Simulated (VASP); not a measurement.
## TiC: single point with LDA

The system is TiC.

```
CELL_PARAMETERS angstrom
3.02139 0.00000 0.00000
1.51070 2.61660 0.00000
1.51070 0.87220 2.46696
ATOMIC_POSITIONS crystal
Ti 0.00000 0.00000 0.00000
C 0.50000 0.50000 0.50000
```

This cell differs from its parent crystal: volume scaled by 0.96.

- Program: VASP 6.6.1
- Task: single point
- Functional: LDA
- Potentials or basis: VASP PAW LDA potentials, release 64 (Ti_sv, C)
- Cutoff: 520 eV
- k mesh: 11 × 11 × 11
- Occupations: fermi-dirac, width 0.05 eV
- Spin: no spin polarisation

* Pressure: -1.6 GPa
* Band gap on the k mesh: zero (band 8 reaches 10.37 eV, above the bottom of band 9 at 9.31 eV)

Levels at points of the mesh, in eV from the Fermi level:
```csv
k point,band 6,band 7,band 8,band 9,band 10,band 11
"(0.00, 0.00, 0.00)",0.59,0.59,0.59,1.68,1.68,1.68
```

Wall time 40 s on 1 thread of AMD EPYC 7R43 64-Core Processor (Zen 3), on a shared host, peak memory 0.1 GiB.
